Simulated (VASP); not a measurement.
C, 2 atoms in the cell. Symmetry: Fd-3m, No. 227, cubic system. Conventional cell: a = 3.674 Å, b = 3.674 Å, c = 3.674 Å, α = 90.00°, β = 90.00°, γ = 90.00°. C (site symmetry -43m) has 4 C at 1.59 Å within 2.1 Å.  This cell differs from its parent crystal: strain +0.030 along x and y, +0.030 along z.

```yaml
Program: VASP 6.6.1
Task: single point
Functional: PBE
Potentials_or_basis: VASP PAW PBE potentials, release 64 (C)
Cutoff: 520 eV
k_mesh: 12 × 12 × 12
Occupations: gaussian, width 0.05 eV
Spin: no spin polarisation
Dipole_correction: no
Further_INCAR_settings: ALGO = Normal; EDIFF = 1e-07; NBANDS = 11
```

Potentials or basis: VASP PAW PBE potentials, release 64 (C).

The run is started by

```bash
$ cat potpaw_PBE.64/C/POTCAR > POTCAR
$ mpirun -np 1 vasp_std > vasp.out
```

Hardware: 1 thread of AMD EPYC 7R43 64-Core Processor (Zen 3) (shared host).

Problem. Estimate the wall time of this run.

Solution. Wall time 7.7 s on 1 thread of AMD EPYC 7R43 64-Core Processor (Zen 3) (shared host), peak memory 0.08 GiB. Counts: scf iterations 11, k points 72.
